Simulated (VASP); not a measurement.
Ta:

```xyz
1
Lattice="-1.6550 1.6550 1.6550 1.6550 -1.6550 1.6550 1.6550 1.6550 -1.6550" Properties=species:S:1:pos:R:3 pbc="T T T"
Ta    0.0000    0.0000    0.0000
```

* Program: VASP 6.6.1
* Task: relaxation of cell and atoms
* Functional: LDA
* Potentials or basis: VASP PAW LDA potentials, release 64 (Ta_pv)
* Cutoff: 600 eV
* k mesh: 24 × 24 × 24
* Occupations: gaussian, width 0.1 eV
* Spin: no spin polarisation

At the start: pressure -9.6 GPa; volume 18.13 Å³/atom.

Problem. How do energy, volume and symmetry change on relaxing?

Solution. Over 7 steps the energy falls by 26.6 meV/atom and the volume is 17.28 Å³/atom (-4.7 %); space group Im-3m (No. 229, to 0.05 Å).

The path:
| step | energy change (eV) | largest force (eV/Å) | pressure (GPa) | volume (Å³) |
| --- | --- | --- | --- | --- |
| 1 | 0.0000 | 0.0000 | -9.61 | 18.13 |
| 2 | 0.1383 | 0.0000 | 30.95 | 15.42 |
| 3 | -0.0265 | 0.0000 | -0.51 | 17.32 |
| 4 | -0.0266 | 0.0000 | -0.09 | 17.29 |
| 5 | -0.0266 | 0.0000 | 0.15 | 17.27 |
| 6 | -0.0266 | 0.0000 | -0.24 | 17.30 |
| 7 | -0.0266 | 0.0000 | -0.02 | 17.28 |

Final structure:
```
Ta
1.0
    -1.62874    1.62874    1.62874
     1.62874   -1.62874    1.62874
     1.62874    1.62874   -1.62874
Ta
1
Direct
  0.00000 0.00000 0.00000
```
